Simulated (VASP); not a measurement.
Crystal: NiO.

```
Ni O
1.0
     2.50462    0.00000    0.00000
     0.00000    2.50462    0.00000
     0.00000    0.00000    2.50462
Ni O
1 1
Direct
  0.00000 0.00000 0.00000
  0.50000 0.50000 0.50000
```

Base run:

* Program: VASP 6.6.1
* Functional: PBEsol
* Potentials or basis: VASP PAW PBE potentials, release 64 (Ni, O)
* Cutoff: 600 eV
* k mesh: 7 × 7 × 7
* Occupations: gaussian, width 0.05 eV
* Spin: collinear spin, ferromagnetic start
* Starting moments: [1.44, 0.52] μB
* Hubbard terms: Ni d U = 1.0 eV

Its results: pressure 15.4 GPa; net moment 1.71 μB per cell; site moments Ni +1.25; O +0.43 μB.

Problem. The run is repeated on the same cell with these changes: moments at the start from [1.44, 0.52] to [0.77, 0.23]. What comes out?

Solution. Pressure 13.7 GPa; net moment 1.44 μB per cell; site moments Ni +1.06; O +0.35 μB.

Caveats: the cell stands under pressure; the PAW data sets were made with another functional, which shifts forces and pressure a little; a cell with one magnetic atom can't hold antiferromagnetic order, which such compounds often take.
